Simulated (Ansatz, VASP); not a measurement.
Eu in VASP and in Ansatz

The input POSCAR:

```
Eu
1.0
   -2.2274745855      2.2274745855      2.2274745855
    2.2274745855     -2.2274745855      2.2274745855
    2.2274745855      2.2274745855     -2.2274745855
Eu
1
Direct
    0.0000000000      0.0000000000      0.0000000000
```

Contents of INCAR.step1:

```
PREC = Accurate ; ENCUT = 520
ISMEAR = 0 ; SIGMA = 0.1
LREAL = F ; LASPH = T
NELM = 150 ; ISPIN = 2
MAGMOM = 7.31 ; LMAXMIX = 6
NBANDS = 18 ; GGA = PE
ALGO = Normal ; EDIFF = 1E-4
LWAVE = T ; LCHARG = F
```

File INCAR.step2:

```
PREC = Accurate ; ENCUT = 520
EDIFF = 1E-7 ; ISMEAR = 0
SIGMA = 0.1 ; LREAL = F
LASPH = T ; NELM = 150
ALGO = Normal ; ISIF = 2
LWAVE = F ; LCHARG = F
ISPIN = 2 ; MAGMOM = 7.31
LORBIT = 11 ; LMAXMIX = 6
METAGGA = R2SCAN ; LMIXTAU = T
NBANDS = 18 ; ISTART = 1
```

Contents of KPOINTS:

```
Automatic mesh
0
Gamma
  10 10 10
```

Input for Ansatz:

```yaml
crystal:
  lattice:
    - [-2.2274745855, 2.2274745855, 2.2274745855]
    - [2.2274745855, -2.2274745855, 2.2274745855]
    - [2.2274745855, 2.2274745855, -2.2274745855]
  atoms:
    - { symbol: Eu, position: [0.0, 0.0, 0.0], spin: 7.31 }
hamiltonian:
  xc: r2scan
  pseudopotentials:
    kind: paw
    azcp:
      Eu: "pseudopotentials/Eu.paw.azcp"
basis:
  ecutwfc: 500
  fft_grid_basis: typed
kpoints:
  mp_grid: { grid: [10, 10, 10], shift: [0, 0, 0] }
magnetization:
  spin_polarized: true
scf:
  occupations: { method: gaussian, width: 0.1 }
  lower_state_search: "off"
output:
  stress: true
```

Alike in both runs: task single point; functional r2SCAN; k mesh 10 × 10 × 10; occupations gaussian, width 0.1 eV; collinear spin.

|  | VASP | Ansatz |
| --- | --- | --- |
| version | VASP 6.6.1 | Ansatz 0.2.0 |
| potentials or method | VASP PAW PBE potentials, release 64 (Eu), cutoff 520 eV | plane waves (500 eV) with PAW, scalar-relativistic |
| valence electrons in the cell | 17 | 17 |

Ansatz gave:

| Property | Result |
| --- | --- |
| pressure (GPa) | 0.0 |
| net moment per atom (μB) | 7.81 |
| size of the moment on the site where the two differ most (μB) | 7.29 |

**Question.** What did VASP give for the same quantities?

**Answer.** Pressure (GPa): -0.4; net moment per atom (μB): 7.67; size of the moment on the site where the two differ most (μB): 6.69.

The net moments are unlike, so the other rows may belong to different states. VASP's potentials were made for PBE, not for r2SCAN. Site moments also hang on the region over which each program counts them. Ansatz's warnings: stability check not made.

Neither program's run includes spin-orbit coupling.
